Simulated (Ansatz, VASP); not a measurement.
Two plane-wave programs on Ca2P3

File INCAR:

```
SYSTEM = Ca2P3
  ALGO = Normal
  EDIFF = 1E-7
  EDIFFG = -0.04
  ENCUT = 600
  GGA = PE
  IBRION = 2
  ISIF = 3
  ISMEAR = 0
  LASPH = .True.
  LCHARG = .False.
  LREAL = .False.
  LWAVE = .False.
  NELM = 80
  NSW = 90
  PREC = Accurate
  SIGMA = 0.1
```

The input KPOINTS:

```
k-points
0
Gamma
  2 2 4
  0 0 0
```

POSCAR

```
Ca2P3
1.0
    7.9766463559      0.0000000000      0.0000000000
    0.0000000000      7.9766463559      0.0000000000
    0.0000000000      0.0000000000      4.0073177774
Ca P
4 6
Direct
    0.3800000000      0.8800000000      0.0000000000
    0.1200000000      0.3800000000      0.0000000000
    0.6200000000      0.1200000000      0.0000000000
    0.8800000000      0.6200000000      0.0000000000
    0.0000000000      0.0000000000      0.0000000000
    0.5000000000      0.5000000000      0.0000000000
    0.1800000000      0.6800000000      0.5000000000
    0.3200000000      0.1800000000      0.5000000000
    0.8200000000      0.3200000000      0.5000000000
    0.6800000000      0.8200000000      0.5000000000
```

Input for Ansatz:

```yaml
crystal:
  lattice:
    - [7.9766463559, 0.0, 0.0]
    - [0.0, 7.9766463559, 0.0]
    - [0.0, 0.0, 4.0073177774]
  atoms:
    - { symbol: Ca, position: [0.38, 0.88, 0.0] }
    - { symbol: Ca, position: [0.12, 0.38, 0.0] }
    - { symbol: Ca, position: [0.62, 0.12, 0.0] }
    - { symbol: Ca, position: [0.88, 0.62, 0.0] }
    - { symbol: P, position: [0.0, 0.0, 0.0] }
    - { symbol: P, position: [0.5, 0.5, 0.0] }
    - { symbol: P, position: [0.18, 0.68, 0.5] }
    - { symbol: P, position: [0.32, 0.18, 0.5] }
    - { symbol: P, position: [0.82, 0.32, 0.5] }
    - { symbol: P, position: [0.68, 0.82, 0.5] }
basis:
  ecutwfc: 420
kpoints:
  mp_grid: { grid: [2, 2, 4] }
hamiltonian:
  xc: pbe
scf:
  occupations: { method: gaussian, width: 0.1 }
  lower_state_search: "off"
output:
  forces: true
  stress: true
  eigenvalues: true
relax:
  adjacent_minimum: "off"
  f_tol: 0.04
  max_steps: 70
  cell: { stress_tol: 0.4 }
```

Alike in both runs: task relaxation of cell and atoms; functional PBE; k mesh 2 × 2 × 4; occupations gaussian, width 0.1 eV; no spin polarisation.

|  | VASP | Ansatz |
| --- | --- | --- |
| version | VASP 6.6.1 | Ansatz 0.2.0 |
| potentials or method | VASP PAW PBE potentials, release 64 (Ca_sv, P), cutoff 600 eV | scalar-relativistic, plane waves, PAW |
| valence electrons in the cell | 70 | 70 |

|  | VASP | Ansatz | Ansatz less VASP |
| --- | --- | --- | --- |
| gap on the k mesh at the Fermi level, each at its own relaxed structure (eV) | none | none | - |
| relaxed volume (Å³/atom) | 21.91 | 21.88 | -0.034 |
| relaxed length of the cell vector where the two differ most in proportion (Å) | 7.482 | 7.477 | -0.0050 |

A gap of «none» marks a metal or a gap that the smearing closes.

The k mesh is coarse, so the values compare programs but aren't converged.
